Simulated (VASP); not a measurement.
The system is Re.

```
CELL_PARAMETERS angstrom
2.76639 0.00000 0.00000
-1.38319 2.39576 0.00000
0.00000 0.00000 8.93885
ATOMIC_POSITIONS crystal
Re 0.66667 0.33333 0.75000
Re 0.00000 0.00000 0.50000
Re 0.33333 0.66667 0.25000
Re 0.00000 0.00000 0.00000
```

| Item | Value |
| --- | --- |
| Program | VASP 6.6.1 |
| Task | relaxation of cell and atoms |
| Functional | PBEsol |
| Potentials or basis | VASP PAW PBE potentials, release 64 (Re) |
| Cutoff | 600 eV |
| k mesh | 11 × 11 × 3 |
| Occupations | fermi-dirac, width 0.05 eV |
| Spin | no spin polarisation |

At the start: pressure -6.8 GPa; volume 14.81 Å³/atom.

Task: Where does the relaxation end?

Result: Over 4 steps the energy falls by 5.6 meV/atom and the volume is 14.55 Å³/atom (-1.7 %); space group P6_3/mmc (No. 194, to 0.1 Å) before and after.

Step by step:
| step | energy change (eV) | largest force (eV/Å) | pressure (GPa) | volume (Å³) |
| --- | --- | --- | --- | --- |
| 1 | 0.0000 | 0.0000 | -6.77 | 59.24 |
| 2 | 0.4053 | 0.0000 | 35.08 | 54.03 |
| 3 | -0.0222 | 0.0000 | -0.23 | 58.25 |
| 4 | -0.0223 | 0.0000 | -0.04 | 58.21 |

Final structure:
```
Re
1.0
     2.75008    0.00000    0.00000
    -1.37504    2.38164    0.00000
     0.00000    0.00000    8.88805
Re
4
Cartesian
  1.3750 0.7939 6.6660
  2.7501 0.0000 4.4440
  0.0000 1.5878 2.2220
  2.7501 0.0000 0.0000
```

Caveat: the highest band is partly filled, so the run has too few bands; the PAW data sets were made with another functional, which shifts forces and pressure a little.
